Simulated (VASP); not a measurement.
# CsAs (R-3m) in VASP: single point with PBE

Aim: the single point of CsAs with PBE.

Program: VASP 6.6.1. These are calculated values, not measurements. Logs are shortened: lines on timing, memory, paths and dates and some standing lists are left out, and cuts for length are marked.

### 1 The cell of the first run

The structure is trigonal, space group R-3m (No. 166). The conventional cell has a = 5.516 Å, b = 5.516 Å, c = 9.881 Å, α = 90.00°, β = 90.00°, γ = 120.00°. Cs (site symmetry -3m) has 6 As at 3.59 Å and 6 Cs at 4.58 Å within 4.7 Å. As (site symmetry -3m) has 6 Cs at 3.59 Å and 6 As at 4.58 Å within 4.7 Å.

### 2 Single point, PBE

File INCAR:

```
SYSTEM = CsAs
  PREC = Accurate
  ENCUT = 520
  EDIFF = 1E-6
  ISMEAR = 0
  SIGMA = 0.1
  LREAL = .FALSE.
  LASPH = .TRUE.
  NELM = 100
  ALGO = Normal
  ISIF = 2
  LWAVE = .FALSE.
  LCHARG = .FALSE.
  GGA = PE
  NBANDS = 14
```

File KPOINTS:

```
Automatic mesh
0
G
  6 6 6
  0 0 0
```

File POSCAR:

```
CsAs
1.0
    2.7578267700      1.5922320300      3.2937099500
   -2.7578267700      1.5922320300      3.2937099500
    0.0000000000     -3.1844640500      3.2937099500
Cs As
1 1
Direct
    0.0000000000      0.0000000000      0.0000000000
    0.5000000000      0.5000000000      0.5000000000
```

Potentials or basis: VASP PAW PBE potentials, release 64 (Cs_sv, As).

The run is started by

```console
$ cat potpaw_PBE.64/Cs_sv/POTCAR potpaw_PBE.64/As/POTCAR > POTCAR
$ mpirun -np 1 vasp_std > vasp.out
```

OUTCAR:

```text
SYSTEM = CsAs
   PREC = Accurate
   ENCUT = 520
   EDIFF = 1E-6
   ISMEAR = 0
   LREAL = .FALSE.
   LASPH = .TRUE.
   NELM = 100
   ISIF = 2
   GGA = PE

 ion  position               nearest neighbor table
   1  0.000  0.000  0.000-
   2  0.500  0.500  0.500-

  LATTYP: Found a trigonal (rhomboedric) cell.
 ALAT       =     4.5814120711
 COS(alpha) =     0.2752883380

  Lattice vectors:

 A1 = (   2.7578267700,   1.5922320300,   3.2937099500)
 A2 = (  -2.7578267700,   1.5922320300,   3.2937099500)
 A3 = (   0.0000000000,  -3.1844640500,   3.2937099500)

Analysis of symmetry for initial positions (statically):
=====================================================================
 Subroutine PRICEL returns:
 Original cell was already a primitive cell.

 Routine SETGRP: Setting up the symmetry group for a
 trigonal (rhombohedral) supercell.

 Subroutine GETGRP returns: Found 12 space group operations
 (whereof 12 operations were pure point group operations)
 out of a pool of 12 trial point group operations.

The static configuration has the point symmetry D_3d.

Analysis of symmetry for dynamics (positions and initial velocities):
=====================================================================
 Subroutine PRICEL returns:
 Original cell was already a primitive cell.

 Routine SETGRP: Setting up the symmetry group for a
 trigonal (rhombohedral) supercell.

 Subroutine GETGRP returns: Found 12 space group operations
 (whereof 12 operations were pure point group operations)
 out of a pool of 12 trial point group operations.

The dynamic configuration has the point symmetry D_3d.

 Subroutine INISYM returns: Found 12 space group operations
 (whereof 12 operations are pure point group operations),
 and found     1 'primitive' translations

----------------------------------------------------------------------------------------

                                     Primitive cell

  volume of cell :      86.7781

  direct lattice vectors                    reciprocal lattice vectors
     2.757826770  1.592232030  3.293709950     0.181302178  0.104674861  0.101203001
    -2.757826770  1.592232030  3.293709950    -0.181302178  0.104674861  0.101203001
     0.000000000 -3.184464050  3.293709950     0.000000000 -0.209349723  0.101203002

  length of vectors
     4.581412071  4.581412071  4.581412066     0.232528179  0.232528179  0.232528179

  position of ions in fractional coordinates (direct lattice)
     0.000000000  0.000000000  0.000000000
     0.500000000  0.500000000  0.500000000

  ion indices of the primitive-cell ions
   primitive index   ion index
                 1           1
                 2           2

----------------------------------------------------------------------------------------

 KPOINTS: Automatic mesh

Automatic generation of k-mesh.
 Grid dimensions read from file:
 generate k-points for:    6    6    6

 Generating k-lattice:

  Cartesian coordinates                     Fractional coordinates (reciprocal lattice)
     0.030217030  0.017445810  0.016867167     0.166666667 -0.000000000 -0.000000000
    -0.030217030  0.017445810  0.016867167    -0.000000000  0.166666667 -0.000000000
     0.000000000 -0.034891620  0.016867167     0.000000000  0.000000000  0.166666667

  Length of vectors
     0.038754696  0.038754696  0.038754696

  Shift w.r.t. Gamma in fractional coordinates (k-lattice)
     0.000000000  0.000000000  0.000000000

 Subroutine IBZKPT returns following result:
 ===========================================

 Found     32 irreducible k-points:

 Following reciprocal coordinates:
            Coordinates               Weight
  0.000000  0.000000  0.000000      1.000000
  0.166667  0.000000 -0.000000      6.000000
  0.333333 -0.000000  0.000000      6.000000
  0.500000 -0.000000  0.000000      3.000000
  0.166667  0.166667 -0.000000      6.000000
  0.333333  0.166667  0.000000     12.000000
[... 16 lines left out ...]
  0.500000  0.500000  0.166667      6.000000
 -0.333333  0.500000  0.166667     12.000000
 [... further k-points ...]
   k-points           NKPTS =     32   k-points in BZ     NKDIM =     32   number of bands    NBANDS=     14
   number of dos      NEDOS =    301   number of ions     NIONS =      2
   total plane-waves  NPLWV =  46656
   dimension x,y,z NGX =    36 NGY =   36 NGZ =   36
   dimension x,y,z NGXF=    72 NGYF=   72 NGZF=   72
   ions per type =               1   1
   NGX,Y,Z   is equivalent  to a cutoff of  13.06, 13.06, 13.06 a.u.
   NGXF,Y,Z  is equivalent  to a cutoff of  26.13, 26.13, 26.13 a.u.
 SYSTEM =  CsAs
   PREC   = accura    normal or accurate (medium, high low for compatibility)
   ISTART =      0    job   : 0-new  1-cont  2-samecut
   ICHARG =      2    charge: 1-file 2-atom 10-const
   ISPIN  =      1    spin polarized calculation?
   LNONCOLLINEAR =      F non collinear calculations
   LSORBIT =      F    spin-orbit coupling
   LASPH  =      T    aspherical Exc in radial PAW
   ENCUT  =  520.0 eV  38.22 Ry    6.18 a.u.   8.52  8.52  8.52*2*pi/ulx,y,z
   NELM   =    100;   NELMIN=  2; NELMDL= -5     # of ELM steps
   EDIFF  = 0.1E-05   stopping-criterion for ELM
   LREAL  =      F    real-space projection
   EDIFFG = 0.1E-04   stopping-criterion for IOM
   NSW    =      0    number of steps for IOM
   IBRION =     -1    ionic relax: 0-MD 1-quasi-New 2-CG
   NFREE  =      0    steps in history (QN), initial steepest desc. (CG)
   ISIF   =      2    stress and relaxation
   ISYM   =      2    0-nonsym 1-usesym 2-fastsym
   POTIM  = 0.5000    time-step for ionic-motion
   TEBEG  =    0.0;   TEEND  =   0.0 temperature during run
   PSTRESS=    0.0 pullay stress
   NELECT =      14.0000    total number of electrons
   NUPDOWN=      -1.0000    fix difference up-down
   EMIN   =  10.00;   EMAX   =-10.00  energy-range for DOS
   EFERMI =   0.00;   METHOD = LEGACY
   ISMEAR =     0;   SIGMA  =   0.10  broadening in eV -4-tet -1-fermi 0-gaus
   EFERMI_NEDOS =   21; number of points for ismear=-14 and -15
   IALGO  =     38    algorithm
   IMIX   =      4    mixing-type and parameters
     AMIX     =   0.40;   BMIX     =  1.00
     AMIX_MAG =   1.60;   BMIX_MAG =  1.00
  volume/ion in A,a.u.               =      43.39       292.80
  Fermi-wavevector in a.u.,A,eV,Ry     =   0.891212  1.684146 10.806539  0.794258
  Thomas-Fermi vector in A             =   2.013003
   LORBIT       =      0    0 simple, 1 ext, 2 COOP (PROOUT), +10 PAW based schemes
   GGA     = PE    functional components
   LHFCALC =     F    Hartree Fock is set to
   AEXX    =    0.0000 exact exchange contribution
   IVDW    =     0    specifies the selected vdW correction
   LEPSILON=     F    determine dielectric tensor
   LRPA    =     F    only Hartree local field effects (RPA)
 non-spin polarized calculation
 Gauss-broadening in eV      SIGMA  =   0.10
  energy-cutoff  :      520.00
  volume of cell :       86.78
 maximum number of plane-waves:      2359
 NGX is ok and might be reduce to    36
   NGX = 17   NGY = 17   NGZ = 17

 number of electron      14.0000002 magnetization

 Free energy of the ion-electron system (eV)
  ---------------------------------------------------
  ext. energy  EPLUGINS =         0.00000000
  ---------------------------------------------------
  free energy    TOTEN  =        -4.56595566 eV

  energy without entropy =       -4.54116745  energy(sigma->0) =       -4.55356155

 E-fermi :   0.7868     XC(G=0):  -7.8182

 val. band max:        0.7473816956   @ k =   0.3333   0.1667   0.0000
 cond. band min:       0.7873477300   @ k =  -0.3333   0.1667   0.1667
 fundamental gap:      0.0399660344
 Fermi energy:         0.7868404067

 k-point     1 :       0.0000    0.0000    0.0000
  band No.  band energies     occupation
      1     -20.2696      2.00000
      2      -8.5240      2.00000
      3      -7.0385      2.00000
      4      -7.0385      2.00000
      5      -6.9194      2.00000
      6       1.2535      0.00000
      7       1.2535      0.00000
      8       1.4262      0.00000
      9       4.0738      0.00000
     10       4.4180      0.00000
     11       4.4180      0.00000
     12       6.5857      0.00000
     13       6.5857      0.00000
     14       7.6739      0.00000

 k-point     2 :       0.1667    0.0000   -0.0000
  band No.  band energies     occupation
      1     -20.2616      2.00000
      2      -8.6666      2.00000
      3      -7.0230      2.00000
      4      -6.9432      2.00000
      5      -6.8752      2.00000
      6       0.6347      1.96855
      7       1.0242      0.00079
      8       1.2860      0.00000
      9       4.6812      0.00000
     10       4.7006      0.00000
     11       5.0631      0.00000
     12       7.0543      0.00000
     13       7.0622      0.00000
     14       7.4788      0.00000

 k-point     3 :       0.3333   -0.0000    0.0000
  band No.  band energies     occupation
      1     -20.2457      2.00000
      2      -8.9032      2.00000
      3      -6.9914      2.00000
      4      -6.9828      2.00000
      5      -6.5903      2.00000
      6      -0.2386      2.00000
      7       0.6347      1.96852
      8       1.1182      0.00000
      9       5.3809      0.00000
     10       5.6481      0.00000
     11       6.0209      0.00000
     12       7.9079      0.00000
     13       7.9853      0.00000
     14       8.3338      0.00000
[... 324 lines left out ...]
 k-point    23 :       0.5000    0.5000    0.1667
  band No.  band energies     occupation
      1     -20.2102      2.00000
      2      -8.4476      2.00000
      3      -7.3595      2.00000
      4      -7.2868      2.00000
      5      -7.0068      2.00000
      6       0.1868      2.00000
      7       0.5405      1.99950
      8       0.8446      0.41380
      9       4.3054      0.00000
     10       6.4409      0.00000
     11       7.1599      0.00000
     12       7.3430      0.00000
     13       8.7891      0.00000
     14       9.2247      0.00000

 k-point    24 :      -0.3333    0.5000    0.1667
  band No.  band energies     occupation
      1     -20.2144      2.00000
      2      -8.5171      2.00000
      3      -7.4310      2.00000
      4      -7.2178      2.00000
      5      -6.9026      2.00000
      6       0.3943      2.00000
      7       0.4329      2.00000
      8       0.9920      0.00372
      9       4.7077      0.00000
     10       6.3496      0.00000
     11       6.7574      0.00000
     12       7.0053      0.00000
     13       8.3036      0.00000
     14       9.4158      0.00000

 [... further k-points ...]
[... 5 lines left out ...]
  --------------------------------------------------------------------------------------
  -------------------------------------------------------------------------------------
  Total        0.9459422      0.9459422     -0.9144959      0.0000000     -0.0000000      0.0000000
  in kB       17.4648655     17.4648655    -16.8842753      0.0000000     -0.0000000      0.0000000
  external PRESSURE =       6.0151519 kB  Pullay stress =       0.0000000 kB

 VOLUME and BASIS-vectors are now :
 -----------------------------------------------------------------------------
  energy-cutoff  :      520.00
  volume of cell :       86.78
      direct lattice vectors                 reciprocal lattice vectors
     2.757826770  1.592232030  3.293709950     0.181302178  0.104674861  0.101203001
    -2.757826770  1.592232030  3.293709950    -0.181302178  0.104674861  0.101203001
     0.000000000 -3.184464050  3.293709950     0.000000000 -0.209349723  0.101203002

 POSITION                                       TOTAL-FORCE (eV/Angst)
 -----------------------------------------------------------------------------------
      0.00000      0.00000      0.00000         0.000000     -0.000000     -0.000000
      0.00000      0.00000      4.94056        -0.000000      0.000000      0.000000
 -----------------------------------------------------------------------------------
    total drift:                               -0.000000     -0.000000      0.000000

  FREE ENERGIE OF THE ION-ELECTRON SYSTEM (eV)
  ---------------------------------------------------
  free  energy   TOTEN  =        -4.5659556566 eV

  energy  without entropy=       -4.5411674516  energy(sigma->0) =       -4.55356155
```

It took 22 s on 1 thread of Intel Xeon Platinum 8488C (Sapphire Rapids), shared host; peak memory 0.21 GiB.

What came out:

| Item | Value |
| --- | --- |
| Free energy | -4.5660 eV |
| Pressure | 0.6 GPa |
| Band gap on the k mesh | zero (band 7 reaches 1.25 eV, above the bottom of band 8 at -0.15 eV) |

Caveat: spin-orbit coupling is left out, which moves the levels of the heavy elements.
